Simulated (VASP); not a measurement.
# Ru: single point with PBE

The system is Ru.

```xyz
2
Lattice="2.7058 0.0000 0.0000 -1.3529 2.3433 0.0000 0.0000 0.0000 4.2819" Properties=species:S:1:pos:R:3 pbc="T T T"
Ru    1.3529    0.7811    3.2114
Ru    0.0000    1.5622    1.0705
```

```json
{"Program": "VASP 6.6.1", "Task": "single point", "Functional": "PBE", "Potentials or basis": "VASP PAW PBE potentials, release 64 (Ru_pv)", "Cutoff": "500 eV", "k mesh": "8 × 8 × 5", "Occupations": "fermi-dirac, width 0.05 eV", "Spin": "non-collinear spin, zero start, spin-orbit coupling", "Starting moments": "[[0.0, 0.0, 0.0], [0.0, 0.0, 0.0]] μB"}
```

```json
{"Pressure": "4.2 GPa", "Net moment": "0.00 μB per cell", "Valence electrons inside the program's atomic spheres": "Ru 12.67"}
```

Stress tensor (GPa, compression positive):
```
4.50 0.00 0.00
0.00 4.50 0.00
0.00 0.00 3.74
```

Moments on the atoms (μB; x, y, z):
```
Ru  0.00 0.00 0.00
Ru  0.00 0.00 0.00
```

It took 45 s on 1 thread of AMD EPYC 9R45 (Zen 5), with other jobs on the host, peak memory 0.17 GiB.
